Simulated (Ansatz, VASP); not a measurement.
# ZnSe in VASP and in Ansatz

INCAR

```
SYSTEM = ZnSe
ALGO = Normal
EDIFF = 1E-6
ENCUT = 520
GGA = PE
GGA_COMPAT = .False.
ISIF = 2
ISMEAR = -1
LASPH = .True.
LCHARG = .False.
LNONCOLLINEAR = .True.
LORBIT = 11
LORBMOM = .True.
LREAL = .False.
LSORBIT = .True.
LWAVE = .False.
MAGMOM = 0 0 0 0 0 0
NBANDS = 30
NELM = 150
PREC = Accurate
SIGMA = 0.02
```

The input KPOINTS:

```
k-points
0
Gamma
  8 8 8
  0 0 0
```

POSCAR

```
ZnSe
1.0
    0.0000000000      2.8324246721      2.8324246721
    2.8324246721      0.0000000000      2.8324246721
    2.8324246721      2.8324246721      0.0000000000
Zn Se
1 1
Direct
    0.0000000000      0.0000000000      0.0000000000
    0.2500000000      0.2500000000      0.2500000000
```

Input for Ansatz:

```yaml
crystal:
  lattice:
    - [0.0, 2.8324246721, 2.8324246721]
    - [2.8324246721, 0.0, 2.8324246721]
    - [2.8324246721, 2.8324246721, 0.0]
  atoms:
    - { symbol: Zn, position: [0.0, 0.0, 0.0] }
    - { symbol: Se, position: [0.25, 0.25, 0.25] }
kpoints:
  mp_grid: { grid: [8, 8, 8] }
  band_path:
    path:
      - [0.0, 0.0, 0.0]
      - [-0.5, -0.5, 0.0]
      - [-0.375, -0.375, 0.25]
      - [-0.375, 0.0, 0.375]
      - [0.0, 0.0, 0.5]
      - [-0.5, -0.25, 0.25]
    npoints: 1
hamiltonian:
  xc: pbe
scf:
  occupations: { method: fermi_dirac, width: 0.02 }
  n_extra_bands: 8
magnetization:
  noncollinear: true
  spin_orbit: true
output:
  forces: true
  stress: true
  eigenvalues: true
```

Alike in both runs: task single point; functional PBE; k mesh 8 × 8 × 8; occupations fermi-dirac, width 0.02 eV; non-collinear spin, spin-orbit coupling.

```csv
,VASP,Ansatz
version,VASP 6.6.1,Ansatz 0.2.0
potentials or method,"VASP PAW PBE potentials, release 64 (Zn, Se)","plane waves, PAW"
plane-wave cutoff (eV),520,420
valence electrons in the cell,18,28
```

Ansatz gave:

| Quantity | Value |
| --- | --- |
| pressure (GPa) | 2.2 |
| net moment per atom (μB) | 0.00 |

Q: Which values does VASP return?

A: Pressure (GPa): 2.5; net moment per atom (μB): 0.00.

VASP's potentials hold 18 valence electrons a cell and Ansatz's 28, so a difference there can come from the potentials and not from the codes.
